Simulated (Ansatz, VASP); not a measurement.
SiO2 in VASP and in Ansatz

Contents of INCAR:

```
SYSTEM = SiO2
  PREC = Accurate
  ENCUT = 520
  EDIFF = 1E-8
  ISMEAR = -1
  SIGMA = 0.025
  LREAL = .FALSE.
  LASPH = .TRUE.
  NELM = 120
  ALGO = Normal
  ISIF = 2
  LWAVE = .FALSE.
  LCHARG = .FALSE.
  GGA = PE
  LEFG = .TRUE.
  NBANDS = 82
  GGA_COMPAT = .FALSE.
```

The input KPOINTS:

```
Automatic mesh
0
G
  4 4 4
  0 0 0
```

The input POSCAR:

```
SiO2
1.0
    7.1600000000      0.0000000000      0.0000000000
    0.0000000000      7.1600000000      0.0000000000
    0.0000000000      0.0000000000      7.1600000000
Si O
8 16
Direct
    0.2807082848      0.2807082848      0.2807082848
    0.2192917152      0.7192917152      0.7807082848
    0.7807082848      0.2192917152      0.7192917152
    0.7192917152      0.7807082848      0.2192917152
    1.0205837200      1.0205837200      1.0205837200
    0.4794162800     -0.0205837200      0.5205837200
    0.5205837200      0.4794162800     -0.0205837200
   -0.0205837200      0.5205837200      0.4794162800
    0.1505389601      0.1505389601      0.1505389601
    0.3494610399      0.8494610399      0.6505389601
    0.6505389601      0.3494610399      0.8494610399
    0.8494610399      0.6505389601      0.3494610399
    0.6398190174      0.6615813758      0.0434329310
    0.8601809826      0.3384186242      0.5434329310
    0.1398190174      0.8384186242      0.9565670690
    0.3601809826      0.1615813758      0.4565670690
    0.0434329310      0.6398190174      0.6615813758
    0.5434329310      0.8601809826      0.3384186242
    0.9565670690      0.1398190174      0.8384186242
    0.4565670690      0.3601809826      0.1615813758
    0.6615813758      0.0434329310      0.6398190174
    0.3384186242      0.5434329310      0.8601809826
    0.8384186242      0.9565670690      0.1398190174
    0.1615813758      0.4565670690      0.3601809826
```

Input for Ansatz:

```yaml
crystal:
  lattice:
    - [7.16, 0.0, 0.0]
    - [0.0, 7.16, 0.0]
    - [0.0, 0.0, 7.16]
  atoms:
    - { symbol: Si, position: [0.2807082848, 0.2807082848, 0.2807082848] }
    - { symbol: Si, position: [0.2192917152, 0.7192917152, 0.7807082848] }
    - { symbol: Si, position: [0.7807082848, 0.2192917152, 0.7192917152] }
    - { symbol: Si, position: [0.7192917152, 0.7807082848, 0.2192917152] }
    - { symbol: Si, position: [1.02058372, 1.02058372, 1.02058372] }
    - { symbol: Si, position: [0.47941628, -0.02058372, 0.52058372] }
    - { symbol: Si, position: [0.52058372, 0.47941628, -0.02058372] }
    - { symbol: Si, position: [-0.02058372, 0.52058372, 0.47941628] }
    - { symbol: O, position: [0.1505389601, 0.1505389601, 0.1505389601] }
    - { symbol: O, position: [0.3494610399, 0.8494610399, 0.6505389601] }
    - { symbol: O, position: [0.6505389601, 0.3494610399, 0.8494610399] }
    - { symbol: O, position: [0.8494610399, 0.6505389601, 0.3494610399] }
    - { symbol: O, position: [0.6398190174, 0.6615813758, 0.043432931] }
    - { symbol: O, position: [0.8601809826, 0.3384186242, 0.543432931] }
    - { symbol: O, position: [0.1398190174, 0.8384186242, 0.956567069] }
    - { symbol: O, position: [0.3601809826, 0.1615813758, 0.456567069] }
    - { symbol: O, position: [0.043432931, 0.6398190174, 0.6615813758] }
    - { symbol: O, position: [0.543432931, 0.8601809826, 0.3384186242] }
    - { symbol: O, position: [0.956567069, 0.1398190174, 0.8384186242] }
    - { symbol: O, position: [0.456567069, 0.3601809826, 0.1615813758] }
    - { symbol: O, position: [0.6615813758, 0.043432931, 0.6398190174] }
    - { symbol: O, position: [0.3384186242, 0.543432931, 0.8601809826] }
    - { symbol: O, position: [0.8384186242, 0.956567069, 0.1398190174] }
    - { symbol: O, position: [0.1615813758, 0.456567069, 0.3601809826] }
kpoints:
  mp_grid: { grid: [4, 4, 4] }
scf:
  occupations: { method: fermi_dirac, width: 0.025 }
  mixing: { algorithm: broyden, beta: 0.05, ndim: 4 }
hamiltonian:
  xc: pbe
  pseudopotentials: { kind: paw }
output:
  forces: true
  stress: true
  populations: true
  efg: { quadrupole_moments_barn: { O: -0.02558 }, contact_densities: true }
```

Alike in both runs: task electric field gradients; functional PBE; k mesh 4 × 4 × 4; occupations fermi-dirac, width 0.025 eV; no spin polarisation.

|  | VASP | Ansatz |
| --- | --- | --- |
| version | VASP 6.6.1 | Ansatz 0.2.0 |
| potentials or method | VASP PAW PBE potentials, release 64 (Si, O) | plane-wave PAW, scalar-relativistic |
| plane-wave cutoff (eV) | 520 | 420 |
| valence electrons in the cell | 128 | 128 |

Ansatz gave:

| Property | Result |
| --- | --- |
| gap on the k mesh at the Fermi level (eV) | 5.68 |
| pressure (GPa) | 0.8 |
| rms of the force components (eV/Å) | 0.011 |
| size of Vzz on the site where it differs most (V/Å²) | 106.0 |

Task: Estimate VASP's values.

Result: gap on the k mesh at the Fermi level (eV): 5.68; pressure (GPa): 0.9; rms of the force components (eV/Å): 0.009; size of Vzz on the site where it differs most (V/Å²): 101.0.

Atom by atom the forces differ by 0.008 eV/Å (rms over components). The functional is the same, so the differences come from potentials, cutoffs and numerics.
